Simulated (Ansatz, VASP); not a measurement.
## One calculation of Ag, two programs

```
Ag
1.0
     0.00000    2.29318    2.02721
     2.29318    0.00000    2.02721
     2.29318    2.29318    0.00000
Ag
1
Direct
  0.00000 0.00000 0.00000
```

Change from the starting cell: strain +0.1312 x Voigt [1, 1, 0, 0, 0, 0], atoms carried along.

Alike in both runs: task single point; functional PBEsol; k mesh 26 × 26 × 26; occupations gaussian, width 0.15 eV; no spin polarisation.

|  | VASP | Ansatz |
| --- | --- | --- |
| version | VASP 6.6.1 | Ansatz 0.2.0 |
| potentials or method | VASP PAW PBE potentials, release 64 (Ag), cutoff 520 eV | scalar-relativistic, plane waves, PAW |
| valence electrons in the cell | 11 | 19 |

|  | VASP | Ansatz | Ansatz less VASP |
| --- | --- | --- | --- |
| gap on the k mesh at the Fermi level (eV) | none | none | - |
| pressure (GPa) | -14.2 | -14.2 | -0.02 |
| traceless stress, the component that is largest in VASP (GPa) | 0.63 | 0.64 | +0.006 |

VASP's potentials were made for PBE, not for PBEsol. A gap of «none» marks a metal or a gap that the smearing closes. VASP's potentials hold 11 valence electrons a cell and Ansatz's 19, so a difference there can come from the potentials and not from the codes.
